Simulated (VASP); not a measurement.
# CO2 (Pbca) in VASP: notebook, part 2 of 2

VASP 6.6.1.

**4. Single point, PBE (volume 15.561 Å^3 an atom, c/a of the conventional cell 1.1013)**

File INCAR:

```
SYSTEM = CO2
PREC = Accurate
ENCUT = 520
EDIFF = 1E-6
ISMEAR = 0
SIGMA = 0.05
LREAL = .FALSE.
LASPH = .TRUE.
NELM = 80
ALGO = Normal
ISIF = 2
LWAVE = .FALSE.
LCHARG = .TRUE.
GGA = PE
LELF = .TRUE.
LVHAR = .TRUE.
NBANDS = 44
```

File KPOINTS:

```
regular mesh
0
G
  4 4 4
  0 0 0
```

File POSCAR:

```
CO2
1.0
    5.5348310654      0.0000000000      0.0000000000
    0.0000000000      5.5348310654      0.0000000000
    0.0000000000      0.0000000000      6.0955094524
C O
4 8
Direct
    0.0000000000      0.0000000000      0.0000000000
    0.5000000000      0.0000000000      0.5000000000
    0.5000000000      0.5000000000      0.0000000000
    0.0000000000      0.5000000000      0.5000000000
    0.1114834447      0.1114834447      0.1114834447
    0.3885165553      0.8885165553      0.6114834447
    0.6114834447      0.3885165553      0.8885165553
    0.8885165553      0.6114834447      0.3885165553
    0.8885165553      0.8885165553      0.8885165553
    0.6114834447      0.1114834447      0.3885165553
    0.3885165553      0.6114834447      0.1114834447
    0.1114834447      0.3885165553      0.6114834447
```

Potentials or basis: VASP PAW PBE potentials, release 64 (C, O).

The run is started by

```console
$ cat potpaw_PBE.64/C/POTCAR potpaw_PBE.64/O/POTCAR > POTCAR
$ mpirun -np 1 vasp_std > vasp.out
```

OUTCAR:

```text
SYSTEM = CO2
   PREC = Accurate
   ENCUT = 520
   EDIFF = 1E-6
   ISMEAR = 0
   LREAL = .FALSE.
   LASPH = .TRUE.
   NELM = 80
   ISIF = 2
   GGA = PE

 ion  position               nearest neighbor table
   1  0.000  0.000  0.000-   5 1.11   9 1.11
   2  0.500  0.000  0.500-   6 1.11  10 1.11
   3  0.500  0.500  0.000-   7 1.11  11 1.11
   4  0.000  0.500  0.500-   8 1.11  12 1.11
   5  0.111  0.111  0.111-   1 1.11
   6  0.389  0.889  0.611-   2 1.11
   7  0.611  0.389  0.889-   3 1.11
   8  0.889  0.611  0.389-   4 1.11
   9  0.889  0.889  0.889-   1 1.11
  10  0.611  0.111  0.389-   2 1.11
  11  0.389  0.611  0.111-   3 1.11
  12  0.111  0.389  0.611-   4 1.11

  LATTYP: Found a simple tetragonal cell.
 ALAT       =     5.5348310654
 C/A-ratio  =     1.1013000000

  Lattice vectors:

 A1 = (   5.5348310654,   0.0000000000,   0.0000000000)
 A2 = (   0.0000000000,   5.5348310654,   0.0000000000)
 A3 = (   0.0000000000,   0.0000000000,   6.0955094524)

Analysis of symmetry for initial positions (statically):
=====================================================================
 Subroutine PRICEL returns:
 Original cell was already a primitive cell.

 Routine SETGRP: Setting up the symmetry group for a
 simple tetragonal supercell.

 Subroutine GETGRP returns: Found  8 space group operations
 (whereof  2 operations were pure point group operations)
 out of a pool of 16 trial point group operations.

The static configuration has the point symmetry S_2 .
 The point group associated with its full space group is D_2h.

Analysis of symmetry for dynamics (positions and initial velocities):
=====================================================================
 Subroutine PRICEL returns:
 Original cell was already a primitive cell.

[... 151 lines left out ...]
  Thomas-Fermi vector in A             =   2.282364
   LORBIT       =      0    0 simple, 1 ext, 2 COOP (PROOUT), +10 PAW based schemes
   GGA     = PE    functional components
   LHFCALC =     F    Hartree Fock is set to
   AEXX    =    0.0000 exact exchange contribution
   IVDW    =     0    specifies the selected vdW correction
   LEPSILON=     F    determine dielectric tensor
   LRPA    =     F    only Hartree local field effects (RPA)
 non-spin polarized calculation
 Gauss-broadening in eV      SIGMA  =   0.05
  energy-cutoff  :      520.00
  volume of cell :      186.73
 maximum number of plane-waves:      5083
 NGX is ok and might be reduce to    42
   NGX = 21   NGY = 21   NGZ = 23

 number of electron      64.0000005 magnetization

 Free energy of the ion-electron system (eV)
  ---------------------------------------------------
  ext. energy  EPLUGINS =         0.00000000
  ---------------------------------------------------
  free energy    TOTEN  =       -89.87984912 eV

  energy without entropy =      -89.87984912  energy(sigma->0) =      -89.87984912

 E-fermi :  -3.7781     XC(G=0):  -7.5006

 val. band max:       -4.0398683836   @ k =   0.0000   0.0000   0.0000
 cond. band min:       3.0947127402   @ k =   0.0000   0.0000   0.0000
 fundamental gap:      7.1345811238
 Fermi energy:        -3.7781322949

 k-point     1 :       0.0000    0.0000    0.0000
  band No.  band energies     occupation
      1     -25.3065      2.00000
      2     -25.1927      2.00000
      3     -25.1606      2.00000
      4     -25.1576      2.00000
      5     -24.2641      2.00000
      6     -24.2426      2.00000
[... 1117 lines left out ...]
     43       7.0311      0.00000
     44       7.0311      0.00000

 [... further k-points ...]
[... 5 lines left out ...]
  --------------------------------------------------------------------------------------
  -------------------------------------------------------------------------------------
  Total       25.4491807     25.5554561     30.0328731      0.0000000      0.0000000      0.0000000
  in kB      218.3562563    219.2681080    257.6847484      0.0000000      0.0000000      0.0000000
  external PRESSURE =     231.7697043 kB  Pullay stress =       0.0000000 kB

 VOLUME and BASIS-vectors are now :
 -----------------------------------------------------------------------------
  energy-cutoff  :      520.00
  volume of cell :      186.73
      direct lattice vectors                 reciprocal lattice vectors
     5.534831065  0.000000000  0.000000000     0.180673988  0.000000000  0.000000000
     0.000000000  5.534831065  0.000000000     0.000000000  0.180673988  0.000000000
     0.000000000  0.000000000  6.095509452     0.000000000  0.000000000  0.164055196

 POSITION                                       TOTAL-FORCE (eV/Angst)
 -----------------------------------------------------------------------------------
      0.00000      0.00000      0.00000         0.000000      0.000000     -0.000000
      2.76742      0.00000      3.04775         0.000000      0.000000     -0.000000
      2.76742      2.76742      0.00000         0.000000      0.000000     -0.000000
      0.00000      2.76742      3.04775         0.000000      0.000000     -0.000000
      0.61704      0.61704      0.67955         5.043439      5.068247      5.545113
      2.15037      4.91779      3.72730        -5.043439     -5.068247      5.545113
      3.38446      2.15037      5.41596         5.043439     -5.068247     -5.545113
      4.91779      3.38446      2.36821        -5.043439      5.068247     -5.545113
      4.91779      4.91779      5.41596        -5.043439     -5.068247     -5.545113
      3.38446      0.61704      2.36821         5.043439      5.068247     -5.545113
      2.15037      3.38446      0.67955        -5.043439      5.068247      5.545113
      0.61704      2.15037      3.72730         5.043439     -5.068247      5.545113
 -----------------------------------------------------------------------------------
    total drift:                               -0.000000      0.000000      0.000000

  FREE ENERGIE OF THE ION-ELECTRON SYSTEM (eV)
  ---------------------------------------------------
  free  energy   TOTEN  =       -89.8798491189 eV

  energy  without entropy=      -89.8798491189  energy(sigma->0) =      -89.87984912
```

Wall time 1.9 min (1 thread of Intel Xeon 6975P-C (Granite Rapids), shared host); peak memory 0.36 GiB.

What came out:

* Free energy: -89.8798 eV
* Pressure: 23.2 GPa
* Largest force: 9.048 eV/Å
* Band gap on the k mesh: 7.13 eV, direct

Forces in eV/Å, atoms in the order of the input:
```
C    0.000  0.000  0.000
C    0.000  0.000  0.000
C    0.000  0.000  0.000
C    0.000  0.000  0.000
O    5.043  5.068  5.545
O   -5.043 -5.068  5.545
O    5.043 -5.068 -5.545
O   -5.043  5.068 -5.545
O   -5.043 -5.068 -5.545
O    5.043  5.068 -5.545
O   -5.043  5.068  5.545
O    5.043 -5.068  5.545
```

Stress tensor (GPa, compression positive):
```
21.84  0.00  0.00
 0.00 21.93  0.00
 0.00  0.00 25.77
```

Levels at points of the mesh, in eV from the valence-band top:
```
           k point  band 30  band 31  band 32  band 33  band 34  band 35
(0.00, 0.00, 0.00)    -0.20    -0.16     0.00     7.13     9.11     9.24
(0.50, 0.00, 0.00)    -0.29    -0.16    -0.16     8.63     8.63     9.17
(0.00, 0.50, 0.00)    -0.29    -0.15    -0.15     8.63     8.63     9.02
(0.50, 0.50, 0.00)    -0.28    -0.28    -0.28     9.00     9.00     9.00
(0.00, 0.00, 0.50)    -0.32    -0.10    -0.10     8.35     8.35     9.07
(0.50, 0.00, 0.50)    -0.27    -0.27    -0.27     9.01     9.01     9.01
(0.00, 0.50, 0.50)    -0.27    -0.27    -0.27     8.98     8.98     8.98
(0.50, 0.50, 0.50)    -0.26    -0.26    -0.26     9.18     9.18     9.18
```

Caveat: forces of over 1 eV/Å act on the atoms, so gaps and moduli don't describe the material at rest. A k mesh can miss the band edges.

**5. Summary**

```tsv
cell	gap on the mesh (eV)	pressure (GPa)	largest force (eV/Å)
a = 5.625, b = 5.625, c = 5.902 Å, 12 atoms	7.19	23.8	9.34
a = 5.808, b = 5.808, c = 5.535 Å, 12 atoms	7.19	23.8	9.34
a = 5.535, b = 5.535, c = 6.096 Å, 12 atoms	7.13	23.2	9.05
```

Alike in all rows: task single point; level PBE; potentials or basis VASP PAW PBE potentials, release 64 (C, O); no spin polarisation; k mesh 4 × 4 × 4; cutoff (eV) 520; smearing gaussian 0.05 eV.

Caveats: forces of over 1 eV/Å act on the atoms, so gaps and moduli don't describe the material at rest.

Total energies depend on the potentials used, so only differences within one code and one set of settings carry meaning.
